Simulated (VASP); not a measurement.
Be: vibrations by perturbation theory with LDA

The system is Be.

```xyz
2
Lattice="2.2853 0.0000 0.0000 -1.1426 1.9791 0.0000 0.0000 0.0000 3.5842" Properties=species:S:1:pos:R:3 pbc="T T T"
Be    1.1427    0.6597    2.6882
Be    0.0000    1.3194    0.8961
```

* Program: VASP 6.6.1
* Task: vibrations by perturbation theory
* Functional: LDA
* Potentials or basis: VASP PAW LDA potentials, release 64 (Be)
* Cutoff: 520 eV
* k mesh: 10 × 10 × 6
* Occupations: gaussian, width 0.05 eV
* Spin: no spin polarisation
* Dipole correction: no
* Further INCAR settings: ALGO = Fast; EDIFF = 1e-08; IBRION = 8; NSW = 1

* Highest phonon frequency at Γ: 644 cm⁻¹

Phonon frequencies in cm⁻¹ (negative: imaginary):
| q point | frequencies |
| --- | --- |
| (0.000, 0.000, 0.000) | 0 0 0 463 463 644 |

It took 24 s on 1 thread of Intel(R) Xeon(R) Platinum 8259CL CPU @ 2.50GHz (Skylake/Cascade Lake), with other jobs on the host, peak memory 0.15 GiB.

Caveat: the cell wasn't relaxed at this level first, which shifts response properties.
